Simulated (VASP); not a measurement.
Runs of VASP 6.6.1 on NaF. The structure is that of space group Fm-3m (No. 225), or close to it. The cells are those of the table. 

| cell | gap on the mesh (eV) | pressure (GPa) |
| --- | --- | --- |
| a = 3.269, b = 3.269, c = 3.286 Å, angles 59.8, 59.8, 60.3°, 2 atoms | 6.17 | (b) |
| a = 3.310, b = 3.310, c = 3.286 Å, angles 60.2, 60.2, 59.5°, 2 atoms | 6.04 | -1.3 |
| a = 3.253, b = 3.253, c = 3.286 Å, angles 59.7, 59.7, 60.7°, 2 atoms | 6.22 | (a) |
| a = 3.261, b = 3.261, c = 3.286 Å, angles 59.8, 59.8, 60.5°, 2 atoms | 6.20 | 0.1 |
| a = 3.319, b = 3.319, c = 3.286 Å, angles 60.3, 60.3, 59.3°, 2 atoms | 6.02 | -1.5 |
| a = 3.315, b = 3.315, c = 3.286 Å, angles 60.3, 60.3, 59.4°, 2 atoms | 6.03 | -1.4 |
| a = 3.302, b = 3.302, c = 3.286 Å, angles 60.2, 60.2, 59.7°, 2 atoms | 6.07 | -1.1 |
| a = 3.277, b = 3.277, c = 3.286 Å, angles 59.9, 59.9, 60.2°, 2 atoms | 6.14 | -0.4 |

Alike in all rows: task single point; level PBEsol; potentials or basis VASP PAW PBE potentials, release 64 (Na_pv, F); no spin polarisation; k mesh 8 × 8 × 8; cutoff (eV) 520; smearing gaussian 0.05 eV.

Task: Fill in the values left out.

Result: (a) 0.4; (b) -0.1.

Caveats: the PAW data sets were made with another functional, which shifts forces and pressure a little.

